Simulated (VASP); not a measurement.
Here is a VASP 6.6.1 calculation.

File INCAR:

```
ALGO = Normal
EDIFF = 1E-7
ENCUT = 520
GGA = PE
ISIF = 2
ISMEAR = 0
ISPIN = 2
LASPH = True
LCHARG = False
LMAXMIX = 4
LORBIT = 11
LREAL = False
LWAVE = False
MAGMOM = 1 -1 0 0 0 0
NBANDS = 32
NELM = 150
PREC = Accurate
SIGMA = 0.1
```

KPOINTS

```
k-points
0
Gamma
  6 6 4
```

File POSCAR:

```
TiHO
1.0
    3.5811540000      0.0000000000      0.0000000000
    0.0000000000      3.5811540000      0.0000000000
    0.0000000000      0.0000000000      5.0645165600
Ti H O
2 2 2
Direct
    0.0000000000      0.5000000000      0.0000000000
    0.5000000000      0.0000000000      0.5000000000
    0.5000000000      0.5000000000      0.2500000000
    0.5000000000      0.5000000000      0.7500000000
    0.0000000000      0.0000000000      0.7500000000
    0.0000000000      0.0000000000      0.2500000000
```

Potentials or basis: VASP PAW PBE potentials, release 64 (Ti_sv, H, O).

Run with:

```console
$ cat potpaw_PBE.64/Ti_sv/POTCAR potpaw_PBE.64/H/POTCAR potpaw_PBE.64/O/POTCAR > POTCAR
$ mpirun -np 1 vasp_std > vasp.out
```

Task: Estimate the pressure.

Result: -23.0 GPa.

Task: What does it give for the site moments?

Result: Ti +0.63, -0.63; H +0.00; O +0.00 μB.

Task: Predict the band gap on the k mesh.

Result: Zero (filled and empty bands overlap).

Task: Predict the net moment.

Result: 0.00 μB per cell.

Stress tensor (GPa, compression positive):
```
-25.41   0.00   0.00
  0.00 -25.41   0.00
  0.00   0.00 -18.05
```

Caveat: the cell stands under tension.
